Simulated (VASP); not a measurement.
Runs of VASP 6.6.1 on Ni. The structure is that of space group P6/mmm (No. 191), or close to it. The cells are those of the table. This isn't the form of Ni at room conditions, which is fcc.

```csv
task,cell,k mesh,cutoff (eV),gap on the mesh (eV),pressure (GPa)
single point,"a = 3.835, b = 3.835, c = 2.305 Å, angles 90.0, 90.0, 120.0°, 3 atoms",11 × 11 × 15,520,none,10.8
single point,"a = 4.037, b = 4.037, c = 2.426 Å, angles 90.0, 90.0, 120.0°, 3 atoms",11 × 11 × 15,520,none,-20.9
single point,"a = 3.888, b = 3.888, c = 2.336 Å, angles 90.0, 90.0, 120.0°, 3 atoms",12 × 12 × 18,520,none,-0.1
relaxation of cell and atoms,"relaxed from a = 3.954, b = 3.954, c = 2.424 Å, angles 90.0, 90.0, 120.0°, 3 atoms",9 × 9 × 13,600,none,0.0
single point,"a = 3.781, b = 3.781, c = 2.272 Å, angles 90.0, 90.0, 120.0°, 3 atoms",11 × 11 × 15,520,none,24.6
single point,"a = 3.939, b = 3.939, c = 2.367 Å, angles 90.0, 90.0, 120.0°, 3 atoms",11 × 11 × 15,520,none,(a)
single point,"a = 3.989, b = 3.989, c = 2.397 Å, angles 90.0, 90.0, 120.0°, 3 atoms",11 × 11 × 15,520,none,(b)
single point,"a = 3.888, b = 3.888, c = 2.336 Å, angles 90.0, 90.0, 120.0°, 3 atoms",9 × 9 × 13,520,none,-0.1
```

Alike in all rows: level LDA; potentials or basis VASP PAW LDA potentials, release 64 (Ni); no spin polarisation; smearing fermi-dirac 0.1 eV.

Task: Estimate the missing entries.

Result: (a) -8.8; (b) -15.6.

Caveats: the run has no spin polarisation, though such a crystal can be magnetic; the cell stands under tension (at least some runs); the cell stands under pressure (at least some runs).

A gap of «none» marks levels without a gap at the run's occupations.
